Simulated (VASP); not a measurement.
Set up this calculation in VASP 6.6.1, as the native input.

```
Task                   : single point
Functional             : LDA
Potentials or basis    : VASP PAW LDA potentials, release 64 (Al)
Cutoff                 : 520 eV
k mesh                 : 24 × 24 × 24
Occupations            : methfessel-paxton, width 0.1 eV
Spin                   : no spin polarisation
Dipole correction      : no
Further INCAR settings : ALGO = Normal; EDIFF = 1e-06; NBANDS = 8
```

The structure of Al lies in POSCAR:

```
Al
1.0
    0.0000000000      1.9908589554      1.9908589554
    1.9908589554      0.0000000000      1.9908589554
    1.9908589554      1.9908589554      0.0000000000
Al
1
Direct
    0.0000000000      0.0000000000      0.0000000000
```

These files were run (other wordings do the same):

INCAR

```
  PREC = Accurate
  ENCUT = 520
  EDIFF = 1E-6
  ISMEAR = 1
  SIGMA = 0.1
  LREAL = F
  LASPH = T
  NELM = 100
  ALGO = Normal
  ISIF = 2
  LWAVE = F
  LCHARG = F
  NBANDS = 8
```

KPOINTS

```
Automatic mesh
0
Gamma
  24 24 24
```

Potentials or basis: VASP PAW LDA potentials, release 64 (Al).

Run with:

```sh
$ cat potpaw_LDA.64/Al/POTCAR > POTCAR
$ mpirun -np 1 vasp_std > vasp.out
```

It gave:

```
Pressure               : 0.1 GPa
Band gap on the k mesh : zero (an odd number of electrons rules out a gap without spin polarisation)
```

It took 53 s on 1 thread of Intel Xeon 8259CL, on a shared host, peak memory 0.16 GiB.
